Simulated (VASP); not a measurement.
# SrTiO3 (Pm-3m) in VASP: a series of runs

SrTiO3 is run at these levels: PBE; tasks: single point, relaxation of cell and atoms.

Everything below comes from runs of VASP 6.6.1. Logs are shortened: lines on timing, memory, paths and dates and some standing lists are left out, and cuts for length are marked.

## Step 1: The cell of the first run

The structure is cubic, space group Pm-3m (No. 221). Conventional cell: a = 3.936 Å, b = 3.936 Å, c = 3.936 Å, α = 90.00°, β = 90.00°, γ = 90.00°. Within 3.7 Å of Sr (site symmetry m-3m) lie 12 O at 2.78 Å and 8 Ti at 3.41 Å. Ti (site symmetry m-3m) has 6 O at 1.97 Å within 2.6 Å. O (site symmetry 4/mmm) has 2 Ti at 1.97 Å within 2.6 Å.

## Step 2: Single point, PBE

The input, INCAR:

```
SYSTEM = SrTiO3
PREC = Accurate
ENCUT = 520
EDIFF = 1E-7
ISMEAR = 0
SIGMA = 0.02
LREAL = .FALSE.
LASPH = .TRUE.
NELM = 100
ALGO = Normal
ISIF = 2
LWAVE = .FALSE.
LCHARG = .FALSE.
GGA = PE
NBANDS = 28
```

The input, KPOINTS:

```
Automatic mesh
0
G
  8 8 8
  0 0 0
```

The input, POSCAR:

```
SrTiO3
1.0
    3.9364344888      0.0000000000      0.0000000000
    0.0000000000      3.9364344888      0.0000000000
    0.0000000000      0.0000000000      3.9364344888
Sr Ti O
1 1 3
Direct
    0.5000000000      0.5000000000      0.5000000000
    0.0000000000      0.0000000000      0.0000000000
    0.5000000000      0.0000000000      0.0000000000
    0.0000000000      0.5000000000      0.0000000000
    0.0000000000      0.0000000000      0.5000000000
```

Potentials or basis: VASP PAW PBE potentials, release 64 (Sr_sv, Ti_sv, O).

The run is started by

```sh
$ cat potpaw_PBE.64/Sr_sv/POTCAR potpaw_PBE.64/Ti_sv/POTCAR potpaw_PBE.64/O/POTCAR > POTCAR
$ mpirun -np 1 vasp_std > vasp.out
```

OUTCAR:

```text
SYSTEM = SrTiO3
   PREC = Accurate
   ENCUT = 520
   EDIFF = 1E-7
   ISMEAR = 0
   LREAL = .FALSE.
   LASPH = .TRUE.
   NELM = 100
   ISIF = 2
   GGA = PE

 ion  position               nearest neighbor table
   1  0.500  0.500  0.500-   3 2.78   4 2.78   5 2.78   3 2.78   4 2.78   3 2.78   5 2.78   3 2.78
                             4 2.78   5 2.78   4 2.78   5 2.78   2 3.41   2 3.41   2 3.41   2 3.41
   2  0.000  0.000  0.000-   3 1.97   4 1.97   5 1.97   5 1.97   4 1.97   3 1.97   1 3.41   1 3.41
                             1 3.41   1 3.41   1 3.41   1 3.41   1 3.41   1 3.41
   3  0.500  0.000  0.000-   2 1.97   2 1.97   1 2.78   1 2.78   1 2.78   1 2.78
   4  0.000  0.500  0.000-   2 1.97   2 1.97   1 2.78   1 2.78   1 2.78   1 2.78
   5  0.000  0.000  0.500-   2 1.97   2 1.97   1 2.78   1 2.78   1 2.78   1 2.78

  LATTYP: Found a simple cubic cell.
 ALAT       =     3.9364344888

  Lattice vectors:

 A1 = (   3.9364344888,   0.0000000000,   0.0000000000)
 A2 = (   0.0000000000,   3.9364344888,   0.0000000000)
 A3 = (   0.0000000000,   0.0000000000,   3.9364344888)

Analysis of symmetry for initial positions (statically):
=====================================================================
 Subroutine PRICEL returns:
 Original cell was already a primitive cell.

 Routine SETGRP: Setting up the symmetry group for a
 simple cubic supercell.

 Subroutine GETGRP returns: Found 48 space group operations
 (whereof 48 operations were pure point group operations)
 out of a pool of 48 trial point group operations.

The static configuration has the point symmetry O_h .

Analysis of symmetry for dynamics (positions and initial velocities):
=====================================================================
 Subroutine PRICEL returns:
 Original cell was already a primitive cell.

 Routine SETGRP: Setting up the symmetry group for a
 simple cubic supercell.

 Subroutine GETGRP returns: Found 48 space group operations
 (whereof 48 operations were pure point group operations)
 out of a pool of 48 trial point group operations.

The dynamic configuration has the point symmetry O_h .

 Subroutine INISYM returns: Found 48 space group operations
 (whereof 48 operations are pure point group operations),
 and found     1 'primitive' translations

[... 94 lines left out ...]
   ISPIN  =      1    spin polarized calculation?
   LNONCOLLINEAR =      F non collinear calculations
   LSORBIT =      F    spin-orbit coupling
   LASPH  =      T    aspherical Exc in radial PAW
   ENCUT  =  520.0 eV  38.22 Ry    6.18 a.u.   7.32  7.32  7.32*2*pi/ulx,y,z
   NELM   =    100;   NELMIN=  2; NELMDL= -5     # of ELM steps
   EDIFF  = 0.1E-06   stopping-criterion for ELM
   LREAL  =      F    real-space projection
   EDIFFG = 0.1E-05   stopping-criterion for IOM
   NSW    =      0    number of steps for IOM
   IBRION =     -1    ionic relax: 0-MD 1-quasi-New 2-CG
   NFREE  =      0    steps in history (QN), initial steepest desc. (CG)
   ISIF   =      2    stress and relaxation
   ISYM   =      2    0-nonsym 1-usesym 2-fastsym
   POTIM  = 0.5000    time-step for ionic-motion
   TEBEG  =    0.0;   TEEND  =   0.0 temperature during run
   PSTRESS=    0.0 pullay stress
   NELECT =      40.0000    total number of electrons
   NUPDOWN=      -1.0000    fix difference up-down
   EMIN   =  10.00;   EMAX   =-10.00  energy-range for DOS
   EFERMI =   0.00;   METHOD = LEGACY
   ISMEAR =     0;   SIGMA  =   0.02  broadening in eV -4-tet -1-fermi 0-gaus
   EFERMI_NEDOS =   21; number of points for ismear=-14 and -15
   IALGO  =     38    algorithm
   IMIX   =      4    mixing-type and parameters
     AMIX     =   0.40;   BMIX     =  1.00
     AMIX_MAG =   1.60;   BMIX_MAG =  1.00
  volume/ion in A,a.u.               =      12.20        82.33
  Fermi-wavevector in a.u.,A,eV,Ry     =   1.422302  2.687761 27.523808  2.022943
  Thomas-Fermi vector in A             =   2.543020
   LORBIT       =      0    0 simple, 1 ext, 2 COOP (PROOUT), +10 PAW based schemes
   GGA     = PE    functional components
   LHFCALC =     F    Hartree Fock is set to
   AEXX    =    0.0000 exact exchange contribution
   IVDW    =     0    specifies the selected vdW correction
   LEPSILON=     F    determine dielectric tensor
   LRPA    =     F    only Hartree local field effects (RPA)
 non-spin polarized calculation
 Gauss-broadening in eV      SIGMA  =   0.02
  energy-cutoff  :      520.00
  volume of cell :       61.00
 maximum number of plane-waves:      1671
 NGX is ok and might be reduce to    30
   NGX = 15   NGY = 15   NGZ = 15

 number of electron      39.9999990 magnetization

 Free energy of the ion-electron system (eV)
  ---------------------------------------------------
  ext. energy  EPLUGINS =         0.00000000
  ---------------------------------------------------
  free energy    TOTEN  =       -40.10326959 eV

  energy without entropy =      -40.10326959  energy(sigma->0) =      -40.10326959

 E-fermi :   4.1506     XC(G=0): -11.1443

 val. band max:        3.9701890765   @ k =   0.5000   0.5000   0.5000
 cond. band min:       5.7814507061   @ k =   0.0000   0.0000   0.0000
 fundamental gap:      1.8112616296
 Fermi energy:         4.1505962219

 k-point     1 :       0.0000    0.0000    0.0000
  band No.  band energies     occupation
      1     -52.5926      2.00000
      2     -28.8946      2.00000
      3     -28.8236      2.00000
      4     -28.8236      2.00000
      5     -28.8236      2.00000
      6     -13.3707      2.00000
[... 733 lines left out ...]
     27      12.0928      0.00000
     28      12.5839      0.00000

 [... further k-points ...]
[... 5 lines left out ...]
  --------------------------------------------------------------------------------------
  -------------------------------------------------------------------------------------
  Total        0.2367941      0.2367941      0.2367941      0.0000000      0.0000000      0.0000000
  in kB        6.2197423      6.2197423      6.2197423      0.0000000      0.0000000      0.0000000
  external PRESSURE =       6.2197423 kB  Pullay stress =       0.0000000 kB

 VOLUME and BASIS-vectors are now :
 -----------------------------------------------------------------------------
  energy-cutoff  :      520.00
  volume of cell :       61.00
      direct lattice vectors                 reciprocal lattice vectors
     3.936434489  0.000000000  0.000000000     0.254036998  0.000000000  0.000000000
     0.000000000  3.936434489  0.000000000     0.000000000  0.254036998  0.000000000
     0.000000000  0.000000000  3.936434489     0.000000000  0.000000000  0.254036998

 POSITION                                       TOTAL-FORCE (eV/Angst)
 -----------------------------------------------------------------------------------
      1.96822      1.96822      1.96822         0.000000      0.000000      0.000000
      0.00000      0.00000      0.00000         0.000000      0.000000      0.000000
      1.96822      0.00000      0.00000         0.000000      0.000000      0.000000
      0.00000      1.96822      0.00000         0.000000      0.000000      0.000000
      0.00000      0.00000      1.96822         0.000000      0.000000      0.000000
 -----------------------------------------------------------------------------------
    total drift:                                0.000000     -0.000000      0.000000

  FREE ENERGIE OF THE ION-ELECTRON SYSTEM (eV)
  ---------------------------------------------------
  free  energy   TOTEN  =       -40.1032695916 eV

  energy  without entropy=      -40.1032695916  energy(sigma->0) =      -40.10326959
```

stdout:

```text
POSCAR found type information on POSCAR SrTiO
 POSCAR found :  3 types and       5 ions
 scaLAPACK will be used
 LDA part: xc-table for (Slater+PW92), standard interpolation
 POSCAR, INCAR and KPOINTS ok, starting setup
 FFT: planning ... GRIDC
 FFT: planning ... GRID_SOFT
 FFT: planning ... GRID
 WAVECAR not read
 entering main loop
```

It took 95 s on 1 thread of AMD EPYC 7R43 (Zen 3), shared host; peak memory 0.17 GiB.

What came out:

```yaml
Free_energy: -40.1033 eV
Pressure: 0.6 GPa
Band_gap_on_the_k_mesh: 1.81 eV, indirect (least direct gap 2.18 eV)
```

A k mesh can miss the band edges.

## Step 3: Relaxation of cell and atoms, PBE

This run uses another cell than the first one, of 12.03 Å³/atom, 0.986 times its volume.

The input, INCAR:

```
PREC     = Accurate       # precision mode
ENCUT    = 600            # plane-wave cutoff, eV
EDIFF    = 1E-6           # SCF threshold, eV
ISMEAR   = 0              # smearing method
SIGMA    = 0.02           # smearing width, eV
LREAL    = False          # projectors in reciprocal space
LASPH    = True           # aspherical terms in the spheres
NELM     = 100            # most SCF steps
ALGO     = Normal         # electronic algorithm
ISIF     = 3              # what is computed and relaxed
LWAVE    = False          # write WAVECAR
LCHARG   = False          # write CHGCAR
GGA      = PE             # functional
IBRION   = 2              # ionic algorithm
NSW      = 100            # ionic steps
EDIFFG   = -0.005         # ionic threshold
```

The input, KPOINTS:

```
regular mesh
0
Gamma
  8 8 8
```

Edit POSCAR of step 2 so:

```diff
@@ -2,5 +2,5 @@
 1.0
-    3.9364344888      0.0000000000      0.0000000000
-    0.0000000000      3.9364344888      0.0000000000
-    0.0000000000      0.0000000000      3.9364344888
+    3.9181950879      0.0000000000      0.0000000000
+    0.0000000000      3.9181950879      0.0000000000
+    0.0000000000      0.0000000000      3.9181950879
 Sr Ti O
```

Potentials or basis: VASP PAW PBE potentials, release 64 (Sr_sv, Ti_sv, O).

The run is started by

```sh
$ cat potpaw_PBE.64/Sr_sv/POTCAR potpaw_PBE.64/Ti_sv/POTCAR potpaw_PBE.64/O/POTCAR > POTCAR
$ mpirun -np 1 vasp_std > vasp.out
```

It took 3.5 min on 1 thread of AMD EPYC 7R43 (Zen 3), shared host; peak memory 0.2 GiB.

It converged, with:

```
Free energy                            : -40.1082 eV
Relaxed volume                         : 12.23 Å³/atom
Relaxed cell                           : a = 3.940 Å, b = 3.940 Å, c = 3.940 Å, α = 90.00°, β = 90.00°, γ = 90.00°
Space group after relaxing (to 0.05 Å) : Pm-3m (No. 221)
Energy gained by relaxing              : 1.8 meV/atom
Ionic steps                            : 3
Pressure after relaxing                : 0.0 GPa
Band gap on the k mesh                 : 1.81 eV, indirect (least direct gap 2.18 eV)
```

Step by step:
| step | energy change (eV) | largest force (eV/Å) | pressure (GPa) | volume (Å³) |
| --- | --- | --- | --- | --- |
| 1 | 0.0000 | 0.0000 | 2.85 | 60.15 |
| 2 | -0.0025 | 0.0000 | -2.32 | 62.04 |
| 3 | -0.0090 | 0.0000 | -0.01 | 61.16 |

Final structure:
```
Sr Ti O
1.0
     3.94004    0.00000    0.00000
     0.00000    3.94004    0.00000
     0.00000    0.00000    3.94004
Sr Ti O
1 1 3
Direct
  0.50000 0.50000 0.50000
  0.00000 0.00000 0.00000
  0.50000 0.00000 0.00000
  0.00000 0.50000 0.00000
  0.00000 0.00000 0.50000
```

Levels at points of the mesh, in eV from the valence-band top:
```tsv
k point	band 17	band 18	band 19	band 20	band 21	band 22	band 23	band 24
(0.00, 0.00, 0.00)	-1.13	-0.37	-0.37	-0.37	1.81	1.81	1.81	4.12
(0.50, 0.00, 0.00)	-2.29	-1.90	-0.73	-0.73	1.96	3.64	3.64	4.13
(0.50, 0.50, 0.00)	-1.74	-1.54	-1.54	-0.09	3.65	3.65	4.09	5.06
(0.50, 0.50, 0.50)	-3.66	0.00	0.00	0.00	4.29	4.29	4.29	6.84
```

## Step 4: Single point, PBE

This run uses another cell than the first one, of 12.03 Å³/atom, 0.986 times its volume.

The input, INCAR:

```
SYSTEM = SrTiO3
PREC = Accurate
ENCUT = 600
EDIFF = 1E-6
ISMEAR = 0
SIGMA = 0.1
LREAL = .False.
LASPH = .True.
NELM = 120
ALGO = Normal
ISIF = 2
LWAVE = .False.
LCHARG = .False.
GGA = PE
NBANDS = 28
GGA_COMPAT = .False.
```

The input, KPOINTS:

```
Automatic mesh
0
Gamma
  6 6 6
  0 0 0
```

POSCAR is that of step 3.

The run is started by

```sh
$ cat potpaw_PBE.64/Sr_sv/POTCAR potpaw_PBE.64/Ti_sv/POTCAR potpaw_PBE.64/O/POTCAR > POTCAR
$ mpirun -np 1 vasp_std > vasp.out
```

Wall time 54 s (1 thread of Intel Xeon 8259CL, shared host); peak memory 0.2 GiB.

The run converged. Its results:

| Quantity | Value |
| --- | --- |
| Free energy | -40.0984 eV |
| Pressure | 2.9 GPa |
| Band gap on the k mesh | 1.84 eV, indirect (least direct gap 2.20 eV) |

Levels at points of the mesh, in eV from the valence-band top:
| k point | band 16 | band 17 | band 18 | band 19 | band 20 | band 21 | band 22 | band 23 | band 24 | band 25 |
| --- | --- | --- | --- | --- | --- | --- | --- | --- | --- | --- |
| (0.00, 0.00, 0.00) | -1.15 | -1.15 | -0.36 | -0.36 | -0.36 | 1.84 | 1.84 | 1.84 | 4.23 | 4.23 |
| (0.50, 0.00, 0.00) | -2.33 | -2.33 | -1.95 | -0.73 | -0.73 | 2.00 | 3.73 | 3.73 | 4.25 | 6.42 |
| (0.50, 0.50, 0.00) | -2.82 | -1.73 | -1.56 | -1.56 | -0.09 | 3.73 | 3.73 | 4.18 | 5.20 | 7.84 |
| (0.50, 0.50, 0.50) | -3.71 | -3.71 | 0.00 | 0.00 | 0.00 | 4.40 | 4.40 | 4.40 | 6.90 | 6.90 |

A k mesh can miss the band edges.

## Step 5: The runs side by side

```tsv
task	cell	k mesh	cutoff (eV)	smearing	gap on the mesh (eV)	pressure (GPa)
single point	a = 3.936 Å, 5 atoms	8 × 8 × 8	520	gaussian 0.02 eV	1.81	0.6
relaxation of cell and atoms	relaxed from a = 3.918 Å, 5 atoms	8 × 8 × 8	600	gaussian 0.02 eV	1.81	0.0
single point	a = 3.918 Å, 5 atoms	6 × 6 × 6	600	gaussian 0.1 eV	1.84	2.9
```

Alike in all rows: level PBE; potentials or basis VASP PAW PBE potentials, release 64 (Sr_sv, Ti_sv, O); no spin polarisation.

Absolute energies hang on the potentials; compare differences alone.
